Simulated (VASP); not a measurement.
Here is a VASP 6.6.1 calculation.

Contents of INCAR:

```
PREC = Accurate ; ENCUT = 520
EDIFF = 1E-7 ; ISMEAR = 0
SIGMA = 0.1 ; LREAL = F
LASPH = T ; NELM = 100
ALGO = Fast ; ISIF = 2
LWAVE = F ; LCHARG = F
GGA = PE ; NBANDS = 31
```

Contents of KPOINTS:

```
regular mesh
0
Gamma
  6 6 4
```

The input POSCAR:

```
ScInSbP3
1.0
    4.9831966734      0.0000000000      0.0000000000
   -2.4915983367      4.3155749113      0.0000000000
    0.0000000000      0.0000000000      6.7394529716
Sc In Sb P
1 1 1 3
Direct
    0.3333333333      0.6666666667      0.5000000000
    0.0000000000      0.0000000000      0.5000000000
    0.3333333333      0.6666666667      0.0000000000
    0.6666666667      0.3333333333      0.1676537310
    0.6666666667      0.3333333333      0.8323462690
    0.6666666667      0.3333333333      0.5000000000
```

Potentials or basis: VASP PAW PBE potentials, release 64 (Sc_sv, In_d, Sb, P).

Command:

```console
$ cat potpaw_PBE.64/Sc_sv/POTCAR potpaw_PBE.64/In_d/POTCAR potpaw_PBE.64/Sb/POTCAR potpaw_PBE.64/P/POTCAR > POTCAR
$ mpirun -np 1 vasp_std > vasp.out
```

(1) What does it give for the largest force?

(2) Predict the pressure.

(3) Predict the band gap on the k mesh.

Results:

(1) 0.017 eV/Å.

(2) -0.2 GPa.

(3) zero (bands 22 and 23 overlap by 1.38 eV).

Caveat: spin-orbit coupling is left out, which moves the levels of the heavy elements.
